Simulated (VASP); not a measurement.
Set up this calculation in VASP 6.6.1, as the native input.

```yaml
Task: electric field gradients
Functional: PBE
Potentials_or_basis: VASP PAW PBE potentials, release 64 (Sr_sv, O)
Cutoff: 520 eV
k_mesh: 3 × 3 × 3
Occupations: gaussian, width 0.01 eV
Spin: no spin polarisation
Dipole_correction: no
Further_INCAR_settings: LREAL = Auto; ALGO = Normal; EDIFF = 1e-08; NBANDS = 78
```

The structure of SrO lies in POSCAR:

```
SrO
1.0
    0.0000000000      5.1326000000      5.1326000000
    5.1326000000      0.0000000000      5.1326000000
    5.1326000000      5.1326000000      0.0000000000
Sr O
8 8
Direct
    0.2500000000      0.2500000000      0.2500000000
    0.2500000000      0.2500000000      0.7500000000
    0.2500000000      0.7500000000      0.2500000000
    0.2500000000      0.7500000000      0.7500000000
    0.7500000000      0.2500000000      0.2500000000
    0.7500000000      0.2500000000      0.7500000000
    0.7500000000      0.7500000000      0.2500000000
    0.7500000000      0.7500000000      0.7500000000
    0.0000000000      0.0000000000      0.0000000000
    0.0000000000      0.0000000000      0.5000000000
    0.0000000000      0.5000000000      0.0000000000
    0.0000000000      0.5000000000      0.5000000000
    0.5000000000      0.0000000000      0.0000000000
    0.5000000000      0.0000000000      0.5000000000
    0.5000000000      0.5000000000      0.0000000000
    0.5000000000      0.5000000000      0.5000000000
```

These files were run (other wordings do the same):

INCAR

```
PREC = Accurate
ENCUT = 520
EDIFF = 1E-8
ISMEAR = 0
SIGMA = 0.01
LREAL = Auto
LASPH = T
NELM = 100
ALGO = Normal
ISIF = 2
LWAVE = F
LCHARG = F
GGA = PE
LEFG = T
NBANDS = 78
```

KPOINTS

```
Automatic mesh
0
Gamma
  3 3 3
```

Potentials or basis: VASP PAW PBE potentials, release 64 (Sr_sv, O).

Command:

```sh
$ cat potpaw_PBE.64/Sr_sv/POTCAR potpaw_PBE.64/O/POTCAR > POTCAR
$ mpirun -np 1 vasp_std > vasp.out
```

Results of the run:

* Pressure: 3.9 GPa
* Band gap on the k mesh: 3.26 eV

Caveat: without QUAD_EFG the Cq values of the log hold for a quadrupole moment of 1 mb, not for the nuclei.

Wall time 4.9 min on 1 thread of AMD EPYC 7R13 Processor (Zen 3), on a shared host, peak memory 0.37 GiB.
